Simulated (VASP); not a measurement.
Runs of VASP 6.6.1 on Pt. The structure is that of space group Cmcm (No. 63), or close to it. The cells are those of the table. 

```csv
spin,cell,k mesh,smearing,gap on the mesh (eV),pressure (GPa),largest force (eV/Å)
collinear,"a = 3.510, b = 3.510, c = 3.672 Å, angles 90.0, 90.0, 134.9°, 2 atoms",14 × 14 × 10,fermi-dirac 0.05 eV,none,9.4,0.02
off,"a = 3.498, b = 3.498, c = 3.692 Å, angles 90.0, 90.0, 134.8°, 2 atoms",14 × 14 × 10,fermi-dirac 0.1 eV,none,9.4,0.02
off,"a = 3.546, b = 3.546, c = 3.742 Å, angles 90.0, 90.0, 134.8°, 2 atoms",14 × 14 × 10,fermi-dirac 0.1 eV,none,-0.6,-
off,"a = 3.638, b = 3.638, c = 3.839 Å, angles 90.0, 90.0, 134.8°, 2 atoms",14 × 14 × 10,fermi-dirac 0.1 eV,none,-14.1,0.04
off,"a = 3.546, b = 3.546, c = 3.742 Å, angles 90.0, 90.0, 134.8°, 2 atoms",13 × 13 × 9,fermi-dirac 0.1 eV,none,(a),-
```

Alike in all rows: task single point; level PBE; potentials or basis VASP PAW PBE potentials, release 64 (Pt); cutoff (eV) 520.

**Question.** Estimate the missing entries.

**Answer.** (a) -0.5.

Caveats: spin-orbit coupling is left out, which moves the levels of the heavy elements; the cell stands under pressure (at least some runs); the cell stands under tension (at least some runs).

A k mesh can miss the band edges, and the runs leave out spin-orbit coupling on Pt.

A gap of «none» marks levels without a gap at the run's occupations.
